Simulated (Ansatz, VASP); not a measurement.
One calculation of CsPbBr3, two programs

```
Cs Pb Br
1.0
     5.60500    0.00000    0.00000
     0.00000    5.60500    0.00000
     0.00000    0.00000    5.60500
Cs Pb Br
1 1 3
Direct
  0.00000 0.00000 0.00000
  0.50000 0.50000 0.50000
  0.00000 0.50000 0.50000
  0.50000 0.00000 0.50000
  0.50000 0.50000 0.00000
```

Alike in both runs: task single point; functional PBE; k mesh 4 × 4 × 4; occupations gaussian, width 0.1 eV; no spin polarisation.

|  | VASP | Ansatz |
| --- | --- | --- |
| version | VASP 6.6.1 | Ansatz 0.2.0 |
| potentials or method | VASP PAW PBE potentials, release 64 (Cs_sv, Pb_d, Br), cutoff 520 eV | scalar-relativistic, plane waves, PAW |
| valence electrons in the cell | 44 | 44 |

Ansatz gave:

* gap on the k mesh at the Fermi level (eV): 0.83
* least direct gap on the mesh (eV): 0.83
* pressure (GPa): 6.4

**Question.** What did VASP give for the same quantities?

**Answer.** gap on the k mesh at the Fermi level (eV): 0.84; least direct gap on the mesh (eV): 0.84; pressure (GPa): 6.4.

The functional is the same, so the differences come from potentials, cutoffs and numerics.

Spin-orbit coupling is off throughout.
